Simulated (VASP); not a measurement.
# Si (I4/mmm) in VASP: further runs

The runs below take Si through single point, relaxation of cell and atoms, with PBEsol.

Program: VASP 6.6.1. These are calculated values, not measurements. Logs are shortened: lines on timing, memory, paths and dates and some standing lists are left out, and cuts for length are marked.

### 1 The cell of the first run

The structure is tetragonal, space group I4/mmm (No. 139). Conventional cell: a = 6.644 Å, b = 6.644 Å, c = 3.837 Å, α = 90.00°, β = 90.00°, γ = 90.00°. Within 3.1 Å of Si (site symmetry m2m) lie 4 Si at 2.34 to 2.38 Å.

### 2 Single point, PBEsol

INCAR reads:

```
PREC = Accurate
ENCUT = 520
EDIFF = 1E-7
ISMEAR = 0
SIGMA = 0.01
LREAL = False
LASPH = True
NELM = 100
ALGO = Normal
ISIF = 2
LWAVE = False
LCHARG = True
GGA = PS
LELF = True
LVHAR = True
NBANDS = 16
```

KPOINTS reads:

```
regular mesh
0
Gamma
  10 10 10
```

POSCAR reads:

```
Si
1.0
   -3.3221878745      3.3221878745      1.9186812122
    3.3221878745     -3.3221878745      1.9186812122
    3.3221878745      3.3221878745     -1.9186812122
Si
4
Direct
    0.1787304307      0.1787304307      0.3574608614
    0.8212695693      0.8212695693      0.6425391386
    0.1787304307      0.8212695693      0.0000000000
    0.8212695693      0.1787304307      0.0000000000
```

Potentials or basis: VASP PAW PBE potentials, release 64 (Si).

Launch:

```sh
$ cat potpaw_PBE.64/Si/POTCAR > POTCAR
$ mpirun -np 1 vasp_std > vasp.out
```

OUTCAR:

```text
PREC = Accurate
   ENCUT = 520
   EDIFF = 1E-7
   ISMEAR = 0
   LREAL = False
   LASPH = True
   NELM = 100
   ISIF = 2
   GGA = PS

 ion  position               nearest neighbor table
   1  0.179  0.179  0.357-   2 2.34   2 2.34   3 2.38   4 2.38
   2  0.821  0.821  0.643-   1 2.34   1 2.34   4 2.38   3 2.38
   3  0.179  0.821  0.000-   4 2.34   4 2.34   2 2.38   1 2.38
   4  0.821  0.179  0.000-   3 2.34   3 2.34   2 2.38   1 2.38

  LATTYP: Found a body centered tetragonal cell.
 ALAT       =     6.6443757490
 C/A-ratio  =     0.5775354329

  Lattice vectors:

 A1 = (  -3.3221878745,   3.3221878745,   1.9186812122)
 A2 = (   3.3221878745,  -3.3221878745,   1.9186812122)
 A3 = (   3.3221878745,   3.3221878745,  -1.9186812122)

Analysis of symmetry for initial positions (statically):
=====================================================================
 Subroutine PRICEL returns:
 Original cell was already a primitive cell.

 Routine SETGRP: Setting up the symmetry group for a
 body centered tetragonal supercell.

 Subroutine GETGRP returns: Found 16 space group operations
 (whereof 16 operations were pure point group operations)
 out of a pool of 16 trial point group operations.

The static configuration has the point symmetry D_4h.

Analysis of symmetry for dynamics (positions and initial velocities):
=====================================================================
 Subroutine PRICEL returns:
 Original cell was already a primitive cell.

 Routine SETGRP: Setting up the symmetry group for a
 body centered tetragonal supercell.

 Subroutine GETGRP returns: Found 16 space group operations
 (whereof 16 operations were pure point group operations)
 out of a pool of 16 trial point group operations.

The dynamic configuration has the point symmetry D_4h.

 Subroutine INISYM returns: Found 16 space group operations
 (whereof 16 operations are pure point group operations),
 and found     1 'primitive' translations

----------------------------------------------------------------------------------------

                                     Primitive cell

  volume of cell :      84.7054

  direct lattice vectors                    reciprocal lattice vectors
    -3.322187874  3.322187874  1.918681212     0.000000000  0.150503228  0.260595662
     3.322187874 -3.322187874  1.918681212     0.150503228  0.000000000  0.260595662
     3.322187874  3.322187874 -1.918681212     0.150503228  0.150503228  0.000000000

  length of vectors
     5.074958339  5.074958339  5.074958339     0.300934080  0.300934080  0.212843707

  position of ions in fractional coordinates (direct lattice)
     0.178730431  0.178730431  0.357460861
     0.821269569  0.821269569  0.642539139
     0.178730431  0.821269569  0.000000000
     0.821269569  0.178730431  0.000000000

  ion indices of the primitive-cell ions
   primitive index   ion index
                 1           1
                 2           2
                 3           3
                 4           4

----------------------------------------------------------------------------------------

 KPOINTS: regular mesh

Automatic generation of k-mesh.
 Grid dimensions read from file:
 generate k-points for:   10   10   10

 Generating k-lattice:

  Cartesian coordinates                     Fractional coordinates (reciprocal lattice)
     0.000000000  0.015050323  0.026059566     0.100000000 -0.000000000  0.000000000
     0.015050323  0.000000000  0.026059566    -0.000000000  0.100000000  0.000000000
     0.015050323  0.015050323  0.000000000     0.000000000  0.000000000  0.100000000

  Length of vectors
     0.030093408  0.030093408  0.021284371

  Shift w.r.t. Gamma in fractional coordinates (k-lattice)
     0.000000000  0.000000000  0.000000000

 Subroutine IBZKPT returns following result:
 ===========================================

 Found    102 irreducible k-points:

 Following reciprocal coordinates:
            Coordinates               Weight
  0.000000  0.000000  0.000000      1.000000
  0.100000  0.000000 -0.000000      8.000000
  0.200000  0.000000 -0.000000      8.000000
  0.300000  0.000000  0.000000      8.000000
  0.400000  0.000000 -0.000000      8.000000
  0.500000  0.000000 -0.000000      4.000000
[... 16 lines left out ...]
  0.300000  0.300000 -0.000000      8.000000
  0.400000  0.300000 -0.000000     16.000000
 [... further k-points ...]
   k-points           NKPTS =    102   k-points in BZ     NKDIM =    102   number of bands    NBANDS=     16
   number of dos      NEDOS =    301   number of ions     NIONS =      4
   total plane-waves  NPLWV =  64000
   dimension x,y,z NGX =    40 NGY =   40 NGZ =   40
   dimension x,y,z NGXF=    80 NGYF=   80 NGZF=   80
   ions per type =               4
   NGX,Y,Z   is equivalent  to a cutoff of  13.10, 13.10, 13.10 a.u.
   NGXF,Y,Z  is equivalent  to a cutoff of  26.21, 26.21, 26.21 a.u.
 SYSTEM =  unknown system
   PREC   = accura    normal or accurate (medium, high low for compatibility)
   ISTART =      0    job   : 0-new  1-cont  2-samecut
   ICHARG =      2    charge: 1-file 2-atom 10-const
   ISPIN  =      1    spin polarized calculation?
   LNONCOLLINEAR =      F non collinear calculations
   LSORBIT =      F    spin-orbit coupling
   LASPH  =      T    aspherical Exc in radial PAW
   ENCUT  =  520.0 eV  38.22 Ry    6.18 a.u.   9.44  9.44  9.44*2*pi/ulx,y,z
   NELM   =    100;   NELMIN=  2; NELMDL= -5     # of ELM steps
   EDIFF  = 0.1E-06   stopping-criterion for ELM
   LREAL  =      F    real-space projection
   EDIFFG = 0.1E-05   stopping-criterion for IOM
   NSW    =      0    number of steps for IOM
   IBRION =     -1    ionic relax: 0-MD 1-quasi-New 2-CG
   NFREE  =      0    steps in history (QN), initial steepest desc. (CG)
   ISIF   =      2    stress and relaxation
   ISYM   =      2    0-nonsym 1-usesym 2-fastsym
   POTIM  = 0.5000    time-step for ionic-motion
   TEBEG  =    0.0;   TEEND  =   0.0 temperature during run
   PSTRESS=    0.0 pullay stress
   NELECT =      16.0000    total number of electrons
   NUPDOWN=      -1.0000    fix difference up-down
   EMIN   =  10.00;   EMAX   =-10.00  energy-range for DOS
   EFERMI =   0.00;   METHOD = LEGACY
   ISMEAR =     0;   SIGMA  =   0.01  broadening in eV -4-tet -1-fermi 0-gaus
   EFERMI_NEDOS =   21; number of points for ismear=-14 and -15
   IALGO  =     38    algorithm
   IMIX   =      4    mixing-type and parameters
     AMIX     =   0.40;   BMIX     =  1.00
     AMIX_MAG =   1.60;   BMIX_MAG =  1.00
  volume/ion in A,a.u.               =      21.18       142.91
  Fermi-wavevector in a.u.,A,eV,Ry     =   0.939315  1.775047 12.004584  0.882312
  Thomas-Fermi vector in A             =   2.066614
   LORBIT       =      0    0 simple, 1 ext, 2 COOP (PROOUT), +10 PAW based schemes
   GGA     = PS    functional components
   LHFCALC =     F    Hartree Fock is set to
   AEXX    =    0.0000 exact exchange contribution
   IVDW    =     0    specifies the selected vdW correction
   LEPSILON=     F    determine dielectric tensor
   LRPA    =     F    only Hartree local field effects (RPA)
 non-spin polarized calculation
 Gauss-broadening in eV      SIGMA  =   0.01
  energy-cutoff  :      520.00
  volume of cell :       84.71
 maximum number of plane-waves:      2319
 NGX is ok and might be reduce to    40
   NGX = 19   NGY = 19   NGZ = 19

 number of electron      16.0000000 magnetization

 Free energy of the ion-electron system (eV)
  ---------------------------------------------------
  ext. energy  EPLUGINS =         0.00000000
  ---------------------------------------------------
  free energy    TOTEN  =       -22.54619632 eV

  energy without entropy =      -22.54619632  energy(sigma->0) =      -22.54619632

 E-fermi :   5.5327     XC(G=0):  -9.2511

 val. band max:        5.4451801810   @ k =   0.5000   0.5000   0.5000
 cond. band min:       5.6749324573   @ k =  -0.1000  -0.2000   0.1000
 fundamental gap:      0.2297522763
 Fermi energy:         5.5327031563

 k-point     1 :       0.0000    0.0000    0.0000
  band No.  band energies     occupation
      1      -6.6547      2.00000
      2      -2.3932      2.00000
      3      -0.1549      2.00000
      4      -0.1549      2.00000
      5       1.6277      2.00000
      6       3.9553      2.00000
[... 8 lines left out ...]
     15      10.8440      0.00000
     16      12.1504      0.00000

 k-point     2 :       0.1000    0.0000   -0.0000
  band No.  band energies     occupation
      1      -6.5433      2.00000
      2      -2.4190      2.00000
      3      -0.2984      2.00000
      4       0.0101      2.00000
      5       1.7280      2.00000
      6       3.3231      2.00000
[... 8 lines left out ...]
     15      10.3576      0.00000
     16      12.7285      0.00000

 k-point     3 :       0.2000    0.0000   -0.0000
  band No.  band energies     occupation
      1      -6.2147      2.00000
      2      -2.4348      2.00000
      3      -0.7102      2.00000
      4       0.2841      2.00000
      5       1.8788      2.00000
      6       2.2551      2.00000
[... 8 lines left out ...]
     15      10.6544      0.00000
     16      12.2849      0.00000

 k-point     4 :       0.3000    0.0000    0.0000
  band No.  band energies     occupation
      1      -5.6920      2.00000
      2      -2.3560      2.00000
      3      -1.4211      2.00000
      4       0.0980      2.00000
      5       1.4423      2.00000
      6       1.9741      2.00000
[... 8 lines left out ...]
     15      11.7025      0.00000
     16      12.0674      0.00000

 k-point     5 :       0.4000    0.0000   -0.0000
  band No.  band energies     occupation
      1      -5.0543      2.00000
      2      -2.3029      2.00000
      3      -2.1765      2.00000
      4      -0.4325      2.00000
      5       1.1172      2.00000
      6       1.9267      2.00000
[... 8 lines left out ...]
     15      11.3512      0.00000
     16      12.9975      0.00000

 k-point     6 :       0.5000    0.0000   -0.0000
  band No.  band energies     occupation
      1      -4.6583      2.00000
      2      -2.8076      2.00000
      3      -2.0499      2.00000
      4      -0.7128      2.00000
      5       1.0431      2.00000
      6       1.8943      2.00000
[... 8 lines left out ...]
     15      10.9502      0.00000
     16      13.0548      0.00000

 k-point     7 :       0.1000    0.1000   -0.0000
  band No.  band energies     occupation
      1      -6.2687      2.00000
      2      -2.2717      2.00000
      3      -0.2403      2.00000
      4      -0.2282      2.00000
      5       1.6899      2.00000
      6       2.4820      2.00000
[... 8 lines left out ...]
     15      10.0803      0.00000
     16      12.8466      0.00000

 k-point     8 :       0.2000    0.1000   -0.0000
  band No.  band energies     occupation
      1      -5.7941      2.00000
      2      -2.1680      2.00000
      3      -0.9355      2.00000
      4      -0.3454      2.00000
      5       1.5104      2.00000
      6       1.9821      2.00000
[... 8 lines left out ...]
     15      11.6855      0.00000
     16      12.0025      0.00000

 k-point     9 :       0.3000    0.1000   -0.0000
  band No.  band energies     occupation
      1      -5.1779      2.00000
      2      -2.2038      2.00000
      3      -1.7832      2.00000
      4      -0.7120      2.00000
      5       1.2002      2.00000
      6       1.9730      2.00000
[... 8 lines left out ...]
     15      11.7563      0.00000
     16      13.0369      0.00000
[... 172 lines left out ...]
 k-point    19 :       0.5000    0.2000   -0.0000
  band No.  band energies     occupation
      1      -5.2241      2.00000
      2      -3.3575      2.00000
      3      -1.6786      2.00000
      4       0.3695      2.00000
      5       1.1894      2.00000
      6       2.5752      2.00000
[... 8 lines left out ...]
     15      11.8097      0.00000
     16      12.1229      0.00000

 k-point    20 :      -0.4000    0.2000    0.0000
  band No.  band energies     occupation
      1      -5.8002      2.00000
      2      -3.4867      2.00000
      3      -0.9811      2.00000
      4       0.7653      2.00000
      5       1.8927      2.00000
      6       2.6654      2.00000
[... 8 lines left out ...]
     15      11.2997      0.00000
     16      11.6809      0.00000

 k-point    21 :      -0.3000    0.2000    0.0000
  band No.  band energies     occupation
      1      -6.2197      2.00000
      2      -3.4227      2.00000
      3      -0.4636      2.00000
      4       0.4916      2.00000
      5       2.8208      2.00000
      6       3.0011      2.00000
[... 8 lines left out ...]
     15      11.4009      0.00000
     16      11.9783      0.00000

 k-point    22 :      -0.2000    0.2000    0.0000
  band No.  band energies     occupation
      1      -6.4355      2.00000
      2      -3.1833      2.00000
      3      -0.0944      2.00000
      4       0.0147      2.00000
      5       2.5827      2.00000
      6       3.7365      2.00000
[... 8 lines left out ...]
     15      11.2944      0.00000
     16      12.9719      0.00000

 k-point    23 :       0.3000    0.3000   -0.0000
  band No.  band energies     occupation
      1      -4.5719      2.00000
      2      -3.1905      2.00000
      3      -2.3684      2.00000
      4      -0.2582      2.00000
      5       0.9352      2.00000
      6       2.5685      2.00000
[... 8 lines left out ...]
     15      11.8219      0.00000
     16      13.2549      0.00000

 k-point    24 :       0.4000    0.3000   -0.0000
  band No.  band energies     occupation
      1      -4.9640      2.00000
      2      -3.7732      2.00000
      3      -1.6892      2.00000
      4       0.3787      2.00000
      5       1.1878      2.00000
      6       2.4265      2.00000
[... 8 lines left out ...]
     15      11.5156      0.00000
     16      12.2438      0.00000

 [... further k-points ...]
[... 5 lines left out ...]
  --------------------------------------------------------------------------------------
  -------------------------------------------------------------------------------------
  Total        0.0638321      0.0638321      0.0506872      0.0000000     -0.0000000      0.0000000
  in kB        1.2073644      1.2073644      0.9587340      0.0000000     -0.0000000      0.0000000
  external PRESSURE =       1.1244876 kB  Pullay stress =       0.0000000 kB

 VOLUME and BASIS-vectors are now :
 -----------------------------------------------------------------------------
  energy-cutoff  :      520.00
  volume of cell :       84.71
      direct lattice vectors                 reciprocal lattice vectors
    -3.322187874  3.322187874  1.918681212     0.000000000  0.150503228  0.260595662
     3.322187874 -3.322187874  1.918681212     0.150503228  0.000000000  0.260595662
     3.322187874  3.322187874 -1.918681212     0.150503228  0.150503228  0.000000000

 POSITION                                       TOTAL-FORCE (eV/Angst)
 -----------------------------------------------------------------------------------
      1.18755      1.18755      0.00000         0.002373      0.002373      0.000000
      2.13464      2.13464      1.91868        -0.002373     -0.002373     -0.000000
      2.13464     -2.13464      1.91868        -0.002373      0.002373     -0.000000
     -2.13464      2.13464      1.91868         0.002373     -0.002373     -0.000000
 -----------------------------------------------------------------------------------
    total drift:                               -0.000000     -0.000000      0.000000

  FREE ENERGIE OF THE ION-ELECTRON SYSTEM (eV)
  ---------------------------------------------------
  free  energy   TOTEN  =       -22.5461963194 eV

  energy  without entropy=      -22.5461963194  energy(sigma->0) =      -22.54619632
```

Run time: 3.1 min. Hardware: 1 thread of Intel Xeon 8259CL, shared host; peak memory 0.28 GiB.

What came out:

| Property | Result |
| --- | --- |
| Free energy | -22.5462 eV |
| Pressure | 0.1 GPa |
| Largest force | 0.003 eV/Å |
| Band gap on the k mesh | 0.23 eV (least direct gap 0.29 eV) |

Forces in eV/Å, atoms in the order of the input:
```
Si   0.002  0.002  0.000
Si  -0.002 -0.002  0.000
Si  -0.002  0.002  0.000
Si   0.002 -0.002  0.000
```

Caveat: the PAW data sets were made with another functional, which shifts forces and pressure a little.

[end of part 1 of 2]
